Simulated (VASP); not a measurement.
# H2 in VASP: single point with PBEsol

Aim: the single point of H2 with PBEsol.

Program: VASP 6.6.1. These are calculated values, not measurements. Logs are shortened: lines on timing, memory, paths and dates and some standing lists are left out, and cuts for length are marked.

## (1) The cell of the first run

The cell holds a molecule in a box, 2 atoms: a = 9.000 Å, b = 9.500 Å, c = 10.000 Å, α = 90.00°, β = 90.00°, γ = 90.00°.

## (2) Single point, PBEsol

INCAR reads:

```
  PREC = Accurate
  ENCUT = 520
  EDIFF = 1E-7
  ISMEAR = 0
  SIGMA = 0.02
  LREAL = False
  LASPH = True
  NELM = 60
  ALGO = Normal
  ISIF = 2
  LWAVE = False
  LCHARG = False
  GGA = PS
  NBANDS = 8
```

KPOINTS reads:

```
Automatic mesh
0
Gamma
  1 1 1
```

POSCAR reads:

```
H
1.0
    9.0000000000      0.0000000000      0.0000000000
    0.0000000000      9.5000000000      0.0000000000
    0.0000000000      0.0000000000     10.0000000000
H
2
Direct
    0.5000000000      0.5000000000      0.4621108108
    0.5000000000      0.5000000000      0.5378891892
```

Potentials or basis: VASP PAW PBE potentials, release 64 (H).

On the command line:

```
> cat potpaw_PBE.64/H/POTCAR > POTCAR
> mpirun -np 1 vasp_gam > vasp.out
```

OUTCAR:

```text
PREC = Accurate
   ENCUT = 520
   EDIFF = 1E-7
   ISMEAR = 0
   LREAL = False
   LASPH = True
   NELM = 60
   ISIF = 2
   GGA = PS

 ion  position               nearest neighbor table
   1  0.500  0.500  0.462-   2 0.76
   2  0.500  0.500  0.538-   1 0.76

  LATTYP: Found a simple orthorhombic cell.
 ALAT       =     9.0000000000
 B/A-ratio  =     1.0555555556
 C/A-ratio  =     1.1111111111

  Lattice vectors:

 A1 = (   9.0000000000,   0.0000000000,   0.0000000000)
 A2 = (   0.0000000000,   9.5000000000,   0.0000000000)
 A3 = (   0.0000000000,   0.0000000000,  10.0000000000)

Analysis of symmetry for initial positions (statically):
=====================================================================
 Subroutine PRICEL returns:
 Original cell was already a primitive cell.

 Routine SETGRP: Setting up the symmetry group for a
 simple orthorhombic supercell.

 Subroutine GETGRP returns: Found  8 space group operations
 (whereof  8 operations were pure point group operations)
 out of a pool of  8 trial point group operations.

The static configuration has the point symmetry D_2h.

Analysis of symmetry for dynamics (positions and initial velocities):
=====================================================================
 Subroutine PRICEL returns:
 Original cell was already a primitive cell.

 Routine SETGRP: Setting up the symmetry group for a
 simple orthorhombic supercell.

 Subroutine GETGRP returns: Found  8 space group operations
 (whereof  8 operations were pure point group operations)
 out of a pool of  8 trial point group operations.

The dynamic configuration has the point symmetry D_2h.

 Subroutine INISYM returns: Found  8 space group operations
 (whereof  8 operations are pure point group operations),
 and found     1 'primitive' translations

----------------------------------------------------------------------------------------

                                     Primitive cell

  volume of cell :     855.0000

  direct lattice vectors                    reciprocal lattice vectors
     9.000000000  0.000000000  0.000000000     0.111111111  0.000000000  0.000000000
     0.000000000  9.500000000  0.000000000     0.000000000  0.105263158  0.000000000
     0.000000000  0.000000000 10.000000000     0.000000000  0.000000000  0.100000000

  length of vectors
     9.000000000  9.500000000 10.000000000     0.111111111  0.105263158  0.100000000

  position of ions in fractional coordinates (direct lattice)
     0.500000000  0.500000000  0.462110811
     0.500000000  0.500000000  0.537889189

  ion indices of the primitive-cell ions
   primitive index   ion index
                 1           1
                 2           2

----------------------------------------------------------------------------------------

 KPOINTS: Automatic mesh

Automatic generation of k-mesh.
 Grid dimensions read from file:
 generate k-points for:    1    1    1

 Generating k-lattice:

  Cartesian coordinates                     Fractional coordinates (reciprocal lattice)
     0.111111111  0.000000000  0.000000000     1.000000000  0.000000000  0.000000000
     0.000000000  0.105263158  0.000000000     0.000000000  1.000000000  0.000000000
     0.000000000  0.000000000  0.100000000     0.000000000  0.000000000  1.000000000

  Length of vectors
     0.111111111  0.105263158  0.100000000

  Shift w.r.t. Gamma in fractional coordinates (k-lattice)
     0.000000000  0.000000000  0.000000000

 Subroutine IBZKPT returns following result:
 ===========================================

 Found      1 irreducible k-points:

 Following reciprocal coordinates:
            Coordinates               Weight
  0.000000  0.000000  0.000000      1.000000
   k-points           NKPTS =      1   k-points in BZ     NKDIM =      1   number of bands    NBANDS=      8
   number of dos      NEDOS =    301   number of ions     NIONS =      2
   total plane-waves  NPLWV = 403200
   dimension x,y,z NGX =    70 NGY =   72 NGZ =   80
   dimension x,y,z NGXF=   140 NGYF=  144 NGZF=  160
   ions per type =               2
   NGX,Y,Z   is equivalent  to a cutoff of  12.93, 12.60, 13.30 a.u.
   NGXF,Y,Z  is equivalent  to a cutoff of  25.86, 25.20, 26.60 a.u.
 SYSTEM =  unknown system
   PREC   = accura    normal or accurate (medium, high low for compatibility)
   ISTART =      0    job   : 0-new  1-cont  2-samecut
   ICHARG =      2    charge: 1-file 2-atom 10-const
   ISPIN  =      1    spin polarized calculation?
   LNONCOLLINEAR =      F non collinear calculations
   LSORBIT =      F    spin-orbit coupling
   LASPH  =      T    aspherical Exc in radial PAW
   ENCUT  =  520.0 eV  38.22 Ry    6.18 a.u.  16.73 17.66 18.59*2*pi/ulx,y,z
   NELM   =     60;   NELMIN=  2; NELMDL= -5     # of ELM steps
   EDIFF  = 0.1E-06   stopping-criterion for ELM
   LREAL  =      F    real-space projection
   EDIFFG = 0.1E-05   stopping-criterion for IOM
   NSW    =      0    number of steps for IOM
   IBRION =     -1    ionic relax: 0-MD 1-quasi-New 2-CG
   NFREE  =      0    steps in history (QN), initial steepest desc. (CG)
   ISIF   =      2    stress and relaxation
   ISYM   =      2    0-nonsym 1-usesym 2-fastsym
   POTIM  = 0.5000    time-step for ionic-motion
   TEBEG  =    0.0;   TEEND  =   0.0 temperature during run
   PSTRESS=    0.0 pullay stress
   NELECT =       2.0000    total number of electrons
   NUPDOWN=      -1.0000    fix difference up-down
   EMIN   =  10.00;   EMAX   =-10.00  energy-range for DOS
   EFERMI =   0.00;   METHOD = LEGACY
   ISMEAR =     0;   SIGMA  =   0.02  broadening in eV -4-tet -1-fermi 0-gaus
   EFERMI_NEDOS =   21; number of points for ismear=-14 and -15
   IALGO  =     38    algorithm
   IMIX   =      4    mixing-type and parameters
     AMIX     =   0.40;   BMIX     =  1.00
     AMIX_MAG =   1.60;   BMIX_MAG =  1.00
  volume/ion in A,a.u.               =     427.50      2884.91
  Fermi-wavevector in a.u.,A,eV,Ry     =   0.217318  0.410672  0.642565  0.047227
  Thomas-Fermi vector in A             =   0.994036
   LORBIT       =      0    0 simple, 1 ext, 2 COOP (PROOUT), +10 PAW based schemes
   GGA     = PS    functional components
   LHFCALC =     F    Hartree Fock is set to
   AEXX    =    0.0000 exact exchange contribution
   IVDW    =     0    specifies the selected vdW correction
   LEPSILON=     F    determine dielectric tensor
   LRPA    =     F    only Hartree local field effects (RPA)
 non-spin polarized calculation
 Gauss-broadening in eV      SIGMA  =   0.02
  energy-cutoff  :      520.00
  volume of cell :      855.00
 maximum number of plane-waves:     11510
 NGX is ok and might be reduce to    70
   NGX = 33   NGY = 35   NGZ = 37

 number of electron       2.0000001 magnetization

 Free energy of the ion-electron system (eV)
  ---------------------------------------------------
  ext. energy  EPLUGINS =         0.00000000
  ---------------------------------------------------
  free energy    TOTEN  =        -6.51344974 eV

  energy without entropy =       -6.51344974  energy(sigma->0) =       -6.51344974

 E-fermi :  -9.9993     XC(G=0):  -0.4247

 val. band max:      -10.1072691791   @ k =   0.0000   0.0000   0.0000
 cond. band min:      -0.1663867422   @ k =   0.0000   0.0000   0.0000
 fundamental gap:      9.9408824369
 Fermi energy:        -9.9993006516

 k-point     1 :       0.0000    0.0000    0.0000
  band No.  band energies     occupation
      1     -10.1073      2.00000
      2      -0.1664      0.00000
      3       0.4252      0.00000
      4       1.0740      0.00000
      5       1.2076      0.00000
      6       1.3755      0.00000
      7       1.5356      0.00000
      8       1.7249      0.00000

------------------------ aborting loop because EDIFF is reached ----------------------------------------

  FORCE on cell =-STRESS in cart. coord.  units (eV):
  Direction    XX          YY          ZZ          XY          YZ          ZX
  --------------------------------------------------------------------------------------
  -------------------------------------------------------------------------------------
  Total       -0.0257406     -0.0250116     -0.0164256      0.0000000      0.0000000      0.0000000
  in kB       -0.0482350     -0.0468690     -0.0307798      0.0000000      0.0000000      0.0000000
  external PRESSURE =      -0.0419613 kB  Pullay stress =       0.0000000 kB

 VOLUME and BASIS-vectors are now :
 -----------------------------------------------------------------------------
  energy-cutoff  :      520.00
  volume of cell :      855.00
      direct lattice vectors                 reciprocal lattice vectors
     9.000000000  0.000000000  0.000000000     0.111111111  0.000000000  0.000000000
     0.000000000  9.500000000  0.000000000     0.000000000  0.105263158  0.000000000
     0.000000000  0.000000000 10.000000000     0.000000000  0.000000000  0.100000000

 POSITION                                       TOTAL-FORCE (eV/Angst)
 -----------------------------------------------------------------------------------
      4.50000      4.75000      4.62111         0.000000      0.000000     -0.019470
      4.50000      4.75000      5.37889         0.000000      0.000000      0.019470
 -----------------------------------------------------------------------------------
    total drift:                                0.000000      0.000000      0.000000

  FREE ENERGIE OF THE ION-ELECTRON SYSTEM (eV)
  ---------------------------------------------------
  free  energy   TOTEN  =        -6.5134497399 eV

  energy  without entropy=       -6.5134497399  energy(sigma->0) =       -6.51344974
```

It took 86 s on 1 thread of Intel Xeon 8259CL, shared host; peak memory 0.66 GiB.

Results:

```yaml
Free_energy: -6.5134 eV
Largest_force: 0.019 eV/Å
Gap_between_the_frontier_levels: 9.94 eV
```

Forces in eV/Å, atoms in the order of the input:
```
H    0.000  0.000 -0.019
H    0.000  0.000  0.019
```

Levels at points of the mesh, in eV from the valence-band top:
| k point | band 1 | band 2 | band 3 | band 4 | band 5 |
| --- | --- | --- | --- | --- | --- |
| (0.00, 0.00, 0.00) | 0.00 | 9.94 | 10.53 | 11.18 | 11.31 |

Caveat: the PAW data sets were made with another functional, which shifts forces and pressure a little.
